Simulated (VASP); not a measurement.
# BN (Qingsongite) (F-43m) in VASP: a series of runs

Runs on BN (Qingsongite). Level: PBE. Tasks: relaxation of cell and atoms.

Everything below comes from runs of VASP 6.6.1. Logs are shortened: lines on timing, memory, paths and dates and some standing lists are left out, and cuts for length are marked.

**1. The cell of the first run**

It takes space group F-43m (No. 216, cubic). The conventional cell has a = 3.615 Å, b = 3.615 Å, c = 3.615 Å, α = 90.00°, β = 90.00°, γ = 90.00°. B (site symmetry -43m) has 4 N at 1.57 Å within 2.1 Å. Within 2.1 Å of N (site symmetry -43m) lie 4 B at 1.57 Å.

**2. Relaxation of cell and atoms, PBE, target pressure 5 GPa, at which the enthalpy is minimised**

The input, INCAR:

```
SYSTEM = BN
  PREC = Accurate
  ENCUT = 600
  EDIFF = 1E-7
  ISMEAR = 1
  SIGMA = 0.05
  LREAL = .FALSE.
  LASPH = .TRUE.
  NELM = 120
  ALGO = Normal
  ISIF = 3
  LWAVE = .FALSE.
  LCHARG = .FALSE.
  GGA = PE
  IBRION = 2
  NSW = 80
  EDIFFG = -0.01
  PSTRESS = 50.0
  GGA_COMPAT = .FALSE.
  NELMIN = 4
```

The input, KPOINTS:

```
regular mesh
0
G
  10 10 10
  0 0 0
```

The input, POSCAR:

```
BN
1.0
    0.0000000000      1.8075000000      1.8075000000
    1.8075000000      0.0000000000      1.8075000000
    1.8075000000      1.8075000000      0.0000000000
B N
1 1
Direct
    0.0000000000      0.0000000000      0.0000000000
    0.2500000000      0.2500000000      0.2500000000
```

Potentials or basis: VASP PAW PBE potentials, release 64 (B, N).

Run with:

```sh
$ cat potpaw_PBE.64/B/POTCAR potpaw_PBE.64/N/POTCAR > POTCAR
$ mpirun -np 1 vasp_std > vasp.out
```

OUTCAR:

```text
SYSTEM = BN
   PREC = Accurate
   ENCUT = 600
   EDIFF = 1E-7
   ISMEAR = 1
   LREAL = .FALSE.
   LASPH = .TRUE.
   NELM = 120
   ISIF = 3
   GGA = PE
   IBRION = 2
   NSW = 80
   EDIFFG = -0.01
   PSTRESS = 50.0
   NELMIN = 4

 ion  position               nearest neighbor table
   1  0.000  0.000  0.000-   2 1.57   2 1.57   2 1.57   2 1.57
   2  0.250  0.250  0.250-   1 1.57   1 1.57   1 1.57   1 1.57

  LATTYP: Found a face centered cubic cell.
 ALAT       =     3.6150000000

  Lattice vectors:

 A1 = (   0.0000000000,   1.8075000000,   1.8075000000)
 A2 = (   1.8075000000,   0.0000000000,   1.8075000000)
 A3 = (   1.8075000000,   1.8075000000,   0.0000000000)

Analysis of symmetry for initial positions (statically):
=====================================================================
 Subroutine PRICEL returns:
 Original cell was already a primitive cell.

 Routine SETGRP: Setting up the symmetry group for a
 face centered cubic supercell.

 Subroutine GETGRP returns: Found 24 space group operations
 (whereof 24 operations were pure point group operations)
 out of a pool of 48 trial point group operations.

The static configuration has the point symmetry T_d .

Analysis of symmetry for dynamics (positions and initial velocities):
=====================================================================
 Subroutine PRICEL returns:
 Original cell was already a primitive cell.

 Routine SETGRP: Setting up the symmetry group for a
 face centered cubic supercell.

 Subroutine GETGRP returns: Found 24 space group operations
 (whereof 24 operations were pure point group operations)
 out of a pool of 48 trial point group operations.

The dynamic configuration has the point symmetry T_d .

 Subroutine INISYM returns: Found 24 space group operations
 (whereof 24 operations are pure point group operations),
 and found     1 'primitive' translations

----------------------------------------------------------------------------------------

                                     Primitive cell

  volume of cell :      11.8104

  direct lattice vectors                    reciprocal lattice vectors
     0.000000000  1.807500000  1.807500000    -0.276625173  0.276625173  0.276625173
     1.807500000  0.000000000  1.807500000     0.276625173 -0.276625173  0.276625173
     1.807500000  1.807500000  0.000000000     0.276625173  0.276625173 -0.276625173

  length of vectors
     2.556191014  2.556191014  2.556191014     0.479128854  0.479128854  0.479128854

  position of ions in fractional coordinates (direct lattice)
     0.000000000  0.000000000  0.000000000
     0.250000000  0.250000000  0.250000000

  ion indices of the primitive-cell ions
   primitive index   ion index
                 1           1
                 2           2

----------------------------------------------------------------------------------------

 KPOINTS: regular mesh

Automatic generation of k-mesh.
 Grid dimensions read from file:
 generate k-points for:   10   10   10

 Generating k-lattice:

  Cartesian coordinates                     Fractional coordinates (reciprocal lattice)
    -0.027662517  0.027662517  0.027662517     0.100000000  0.000000000  0.000000000
     0.027662517 -0.027662517  0.027662517     0.000000000  0.100000000  0.000000000
     0.027662517  0.027662517 -0.027662517     0.000000000  0.000000000  0.100000000

  Length of vectors
     0.047912885  0.047912885  0.047912885

  Shift w.r.t. Gamma in fractional coordinates (k-lattice)
     0.000000000  0.000000000  0.000000000

 Subroutine IBZKPT returns following result:
 ===========================================

 Found     47 irreducible k-points:

 Following reciprocal coordinates:
            Coordinates               Weight
  0.000000  0.000000  0.000000      1.000000
  0.100000  0.000000  0.000000      8.000000
  0.200000  0.000000  0.000000      8.000000
  0.300000  0.000000  0.000000      8.000000
  0.400000  0.000000  0.000000      8.000000
  0.500000  0.000000  0.000000      4.000000
[... 16 lines left out ...]
  0.300000  0.300000  0.000000      6.000000
  0.400000  0.300000  0.000000     24.000000
 [... further k-points ...]
   k-points           NKPTS =     47   k-points in BZ     NKDIM =     47   number of bands    NBANDS=      8
   number of dos      NEDOS =    301   number of ions     NIONS =      2
   total plane-waves  NPLWV =   8000
   dimension x,y,z NGX =    20 NGY =   20 NGZ =   20
   dimension x,y,z NGXF=    40 NGYF=   40 NGZF=   40
   ions per type =               1   1
   NGX,Y,Z   is equivalent  to a cutoff of  13.01, 13.01, 13.01 a.u.
   NGXF,Y,Z  is equivalent  to a cutoff of  26.01, 26.01, 26.01 a.u.
 SYSTEM =  BN
   PREC   = accura    normal or accurate (medium, high low for compatibility)
   ISTART =      0    job   : 0-new  1-cont  2-samecut
   ICHARG =      2    charge: 1-file 2-atom 10-const
   ISPIN  =      1    spin polarized calculation?
   LNONCOLLINEAR =      F non collinear calculations
   LSORBIT =      F    spin-orbit coupling
   LASPH  =      T    aspherical Exc in radial PAW
   ENCUT  =  600.0 eV  44.10 Ry    6.64 a.u.   5.11  5.11  5.11*2*pi/ulx,y,z
   NELM   =    120;   NELMIN=  4; NELMDL= -5     # of ELM steps
   EDIFF  = 0.1E-06   stopping-criterion for ELM
   LREAL  =      F    real-space projection
   EDIFFG = -.1E-01   stopping-criterion for IOM
   NSW    =     80    number of steps for IOM
   IBRION =      2    ionic relax: 0-MD 1-quasi-New 2-CG
   NFREE  =      1    steps in history (QN), initial steepest desc. (CG)
   ISIF   =      3    stress and relaxation
   ISYM   =      2    0-nonsym 1-usesym 2-fastsym
   POTIM  = 0.5000    time-step for ionic-motion
   TEBEG  =    0.0;   TEEND  =   0.0 temperature during run
   PSTRESS=   50.0 pullay stress
   NELECT =       8.0000    total number of electrons
   NUPDOWN=      -1.0000    fix difference up-down
   EMIN   =  10.00;   EMAX   =-10.00  energy-range for DOS
   EFERMI =   0.00;   METHOD = LEGACY
   ISMEAR =     1;   SIGMA  =   0.05  broadening in eV -4-tet -1-fermi 0-gaus
   EFERMI_NEDOS =   21; number of points for ismear=-14 and -15
   IALGO  =     38    algorithm
   IMIX   =      4    mixing-type and parameters
     AMIX     =   0.40;   BMIX     =  1.00
     AMIX_MAG =   1.60;   BMIX_MAG =  1.00
  volume/ion in A,a.u.               =       5.91        39.85
  Fermi-wavevector in a.u.,A,eV,Ry     =   1.437749  2.716952 28.124920  2.067123
  Thomas-Fermi vector in A             =   2.556793
   LORBIT       =      0    0 simple, 1 ext, 2 COOP (PROOUT), +10 PAW based schemes
   GGA     = PE    functional components
   LHFCALC =     F    Hartree Fock is set to
   AEXX    =    0.0000 exact exchange contribution
   IVDW    =     0    specifies the selected vdW correction
   LEPSILON=     F    determine dielectric tensor
   LRPA    =     F    only Hartree local field effects (RPA)
 conjugate gradient relaxation of ions
 non-spin polarized calculation
 Methfessel and Paxton  Order N= 1 SIGMA  =   0.05
  energy-cutoff  :      600.00
  volume of cell :       11.81
 maximum number of plane-waves:       411
   NGX = 11   NGY = 11   NGZ = 11

--------------------------------------- Ionic step        1  -------------------------------------------

 number of electron       7.9999999 magnetization

 Free energy of the ion-electron system (eV)
  ---------------------------------------------------
  ext. energy  EPLUGINS =         0.00000000
  ---------------------------------------------------
  free energy    TOTEN  =       -17.45340971 eV

  energy without entropy =      -17.45341840  energy(sigma->0) =      -17.45341261

------------------------ aborting loop because EDIFF is reached ----------------------------------------

  FORCE on cell =-STRESS in cart. coord.  units (eV):
  Direction    XX          YY          ZZ          XY          YZ          ZX
  --------------------------------------------------------------------------------------
  -------------------------------------------------------------------------------------
  Total        0.2217266      0.2217266      0.2217266     -0.0000000      0.0000000     -0.0000000
  in kB       30.0790056     30.0790056     30.0790056     -0.0000000      0.0000000     -0.0000000
  external PRESSURE =     -19.9209944 kB  Pullay stress =      50.0000000 kB

 VOLUME and BASIS-vectors are now :
 -----------------------------------------------------------------------------
  energy-cutoff  :      600.00
  volume of cell :       11.81
      direct lattice vectors                 reciprocal lattice vectors
     0.000000000  1.807500000  1.807500000    -0.276625173  0.276625173  0.276625173
     1.807500000  0.000000000  1.807500000     0.276625173 -0.276625173  0.276625173
     1.807500000  1.807500000  0.000000000     0.276625173  0.276625173 -0.276625173
[... 46 lines left out ...]
  FREE ENERGIE OF THE ION-ELECTRON SYSTEM (eV)
  ---------------------------------------------------
  free  energy   TOTEN  =       -17.4494512464 eV

  energy  without entropy=      -17.4494599433  energy(sigma->0) =      -17.44945415

  enthalpy is  TOTEN    =       -17.0847803217 eV   P V=        0.3646709248

--------------------------------------- Ionic step        3  -------------------------------------------

 number of electron       7.9999999 magnetization

 Free energy of the ion-electron system (eV)
  ---------------------------------------------------
  ext. energy  EPLUGINS =         0.00000000
  ---------------------------------------------------
  free energy    TOTEN  =       -17.45189566 eV

  energy without entropy =      -17.45190435  energy(sigma->0) =      -17.45189856

 E-fermi :   7.5082     XC(G=0): -12.8476

 val. band max:        7.4661170430   @ k =   0.0000   0.0000   0.0000
 cond. band min:      11.9310722043   @ k =   0.5000   0.5000   0.0000
 fundamental gap:      4.4649551613
 Fermi energy:         7.5082107197

 k-point     1 :       0.0000    0.0000    0.0000
  band No.  band energies     occupation
      1     -12.8234      2.00000
      2       7.4661      2.00000
      3       7.4661      2.00000
      4       7.4661      2.00000
      5      16.3104      0.00000
      6      16.3104      0.00000
      7      16.3104      0.00000
      8      17.9002      0.00000

 k-point     2 :       0.1000    0.0000    0.0000
  band No.  band energies     occupation
      1     -12.5792      2.00000
      2       6.1921      2.00000
      3       7.2109      2.00000
      4       7.2109      2.00000
      5      16.5948      0.00000
      6      16.6969      0.00000
      7      16.6969      0.00000
      8      18.6866      0.00000
[... 221 lines left out ...]
 k-point    23 :       0.3000    0.3000    0.0000
  band No.  band energies     occupation
      1     -10.0416      2.00000
      2       2.2320      2.00000
      3       3.7834      2.00000
      4       3.7834      2.00000
      5      13.6214      0.00000
      6      18.2887      0.00000
      7      22.2553      0.00000
      8      22.2553      0.00000

 k-point    24 :       0.4000    0.3000    0.0000
  band No.  band energies     occupation
      1      -9.0316      2.00000
      2       0.6692      2.00000
      3       2.9321      2.00000
      4       3.3721      2.00000
      5      13.5801      0.00000
      6      18.1375      0.00000
      7      23.0117      0.00000
      8      23.1045      0.00000

 [... further k-points ...]
[... 5 lines left out ...]
  --------------------------------------------------------------------------------------
  -------------------------------------------------------------------------------------
  Total        0.3671629      0.3671629      0.3671629      0.0000000     -0.0000000     -0.0000000
  in kB       50.0658257     50.0658257     50.0658257      0.0000000     -0.0000000     -0.0000000
  external PRESSURE =       0.0658257 kB  Pullay stress =      50.0000000 kB

 VOLUME and BASIS-vectors are now :
 -----------------------------------------------------------------------------
  energy-cutoff  :      600.00
  volume of cell :       11.75
      direct lattice vectors                 reciprocal lattice vectors
     0.000000000  1.804399293  1.804399293    -0.277100530  0.277100530  0.277100530
     1.804399293  0.000000000  1.804399293     0.277100530 -0.277100530  0.277100530
     1.804399293  1.804399293  0.000000000     0.277100530  0.277100530 -0.277100530

 POSITION                                       TOTAL-FORCE (eV/Angst)
 -----------------------------------------------------------------------------------
      0.00000      0.00000      0.00000        -0.000000     -0.000000     -0.000000
      0.90220      0.90220      0.90220         0.000000      0.000000      0.000000
 -----------------------------------------------------------------------------------
    total drift:                                0.000000      0.000000      0.000000

  FREE ENERGIE OF THE ION-ELECTRON SYSTEM (eV)
  ---------------------------------------------------
  free  energy   TOTEN  =       -17.4518956575 eV

  energy  without entropy=      -17.4519043544  energy(sigma->0) =      -17.45189856

  enthalpy is  TOTEN    =       -17.0852155396 eV   P V=        0.3666801179

 reached required accuracy - stopping structural energy minimisation
```

It took 7.5 s on 1 thread of Intel Xeon 6975P-C (Granite Rapids), shared host; peak memory 0.11 GiB.

Results:

| Quantity | Value |
| --- | --- |
| Free energy | -17.4519 eV |
| Relaxed volume | 5.87 Å³/atom |
| Relaxed cell | a = 2.552 Å, b = 2.552 Å, c = 2.552 Å, α = 60.00°, β = 60.00°, γ = 60.00° |
| Space group after relaxing (to 0.05 Å) | F-43m (No. 216) |
| Energy change on relaxing (the enthalpy is what falls) | +0.8 meV/atom |
| Ionic steps | 3 |
| Pressure after relaxing | 5.0 GPa |
| Band gap on the k mesh | 4.46 eV, indirect (least direct gap 8.84 eV) |

The path:
```tsv
step	energy change (eV)	largest force (eV/Å)	pressure (GPa)	volume (Å³)
1	0.0000	0.0000	3.01	11.81
2	0.0040	0.0000	7.18	11.69
3	0.0015	0.0000	5.01	11.75
```

Final structure:
```cif
data_structure
_symmetry_space_group_name_H-M 'P 1'
_symmetry_Int_Tables_number 1
_cell_length_a 2.5518
_cell_length_b 2.5518
_cell_length_c 2.5518
_cell_angle_alpha 60.000
_cell_angle_beta 60.000
_cell_angle_gamma 60.000
_cell_volume 11.75
loop_
_atom_site_label
_atom_site_type_symbol
_atom_site_fract_x
_atom_site_fract_y
_atom_site_fract_z
_atom_site_occupancy
B1 B 0.00000 0.00000 0.00000 1
N1 N 0.25000 0.25000 0.25000 1
```

Caveat: the cell is relaxed towards a set pressure, so the enthalpy falls and the energy may rise. A k mesh can miss the band edges.

**3. Relaxation of cell and atoms, PBE, target pressure 10 GPa, at which the enthalpy is minimised**

The input, INCAR:

```
SYSTEM = BN
PREC = Accurate ; ENCUT = 600
EDIFF = 1E-7 ; ISMEAR = 1
SIGMA = 0.05 ; LREAL = .FALSE.
LASPH = .TRUE. ; NELM = 120
ALGO = Normal ; ISIF = 3
LWAVE = .FALSE. ; LCHARG = .FALSE.
GGA = PE ; IBRION = 2
NSW = 80 ; EDIFFG = -0.01
PSTRESS = 100.0 ; GGA_COMPAT = .FALSE.
NELMIN = 4
```

KPOINTS is that of step 2.

POSCAR is that of step 2.

Potentials or basis: VASP PAW PBE potentials, release 64 (B, N).

Run with:

```sh
$ cat potpaw_PBE.64/B/POTCAR potpaw_PBE.64/N/POTCAR > POTCAR
$ mpirun -np 1 vasp_std > vasp.out
```

It took 6.9 s on 1 thread of Intel Xeon 6975P-C (Granite Rapids), shared host; peak memory 0.12 GiB.

It converged, with:

* Free energy: -17.4451 eV
* Relaxed volume: 5.80 Å³/atom
* Relaxed cell: a = 2.541 Å, b = 2.541 Å, c = 2.541 Å, α = 60.00°, β = 60.00°, γ = 60.00°
* Space group after relaxing (to 0.05 Å): F-43m (No. 216)
* Energy change on relaxing (the enthalpy is what falls): +4.1 meV/atom
* Ionic steps: 3
* Pressure after relaxing: 10.0 GPa
* Band gap on the k mesh: 4.48 eV, indirect (least direct gap 8.90 eV)

Step by step:
```
step  energy change (eV)  largest force (eV/Å)  pressure (GPa)  volume (Å³)
   1              0.0000                0.0000            3.01        11.81
   2              0.0285                0.0000           18.46        11.38
   3              0.0083                0.0000            9.98        11.60
```

Final structure:
```
CELL_PARAMETERS angstrom
0.00000 1.79695 1.79695
1.79695 0.00000 1.79695
1.79695 1.79695 0.00000
ATOMIC_POSITIONS crystal
B 0.00000 0.00000 0.00000
N 0.25000 0.25000 0.25000
```

Levels at points of the mesh, in eV from the valence-band top:
```csv
k point,band 2,band 3,band 4,band 5,band 6,band 7
"(0.00, 0.00, 0.00)",0.00,0.00,0.00,8.90,8.90,8.90
"(0.50, 0.00, 0.00)",-10.85,-1.97,-1.97,10.38,10.80,10.80
"(0.50, 0.50, 0.00)",-9.03,-4.99,-4.99,4.48,9.33,18.19
```

Caveat: the cell is relaxed towards a set pressure, so the enthalpy falls and the energy may rise.
